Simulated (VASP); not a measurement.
Wanted: the native input for a VASP 6.6.1 run.

* Task: single point
* Functional: PBE
* Potentials or basis: VASP PAW PBE potentials, release 64 (Au)
* Cutoff: 520 eV
* k mesh: 12 × 12 × 1
* Occupations: fermi-dirac, width 0.05 eV
* Spin: no spin polarisation
* Dipole correction: yes
* Further INCAR settings: ALGO = Normal; EDIFF = 1e-07; NBANDS = 12

The structure of Au lies in POSCAR:

```
Au
1.0
    2.9400990585      0.0000000000      0.0000000000
    0.0000000000      2.9400990585      0.0000000000
    0.0000000000      0.0000000000     13.0000000000
Au
1
Direct
    0.0000000000      0.0000000000      0.5000000000
```

One way to write it, as run:

INCAR

```
ALGO = Normal ; DIPOL = 0.5 0.5 0.500
EDIFF = 1E-7 ; ENCUT = 520
GGA = PE ; IDIPOL = 3
ISIF = 2 ; ISMEAR = -1
LASPH = True ; LCHARG = False
LDIPOL = True ; LREAL = False
LWAVE = False ; NBANDS = 12
NELM = 100 ; PREC = Accurate
SIGMA = 0.05
```

KPOINTS

```
k-points
0
Gamma
  12 12 1
```

Potentials or basis: VASP PAW PBE potentials, release 64 (Au).

Command:

```console
$ cat potpaw_PBE.64/Au/POTCAR > POTCAR
$ mpirun -np 1 vasp_std > vasp.out
```

Results of the run:

```yaml
Band_gap_on_the_k_mesh: zero (an odd number of electrons rules out a gap without spin polarisation)
```

Caveat: spin-orbit coupling is left out, which moves the levels of the heavy elements.

Run time: 26 s on 1 thread of AMD EPYC 9R45 96-Core Processor (Zen 5), with other jobs on the host, peak memory 0.19 GiB.
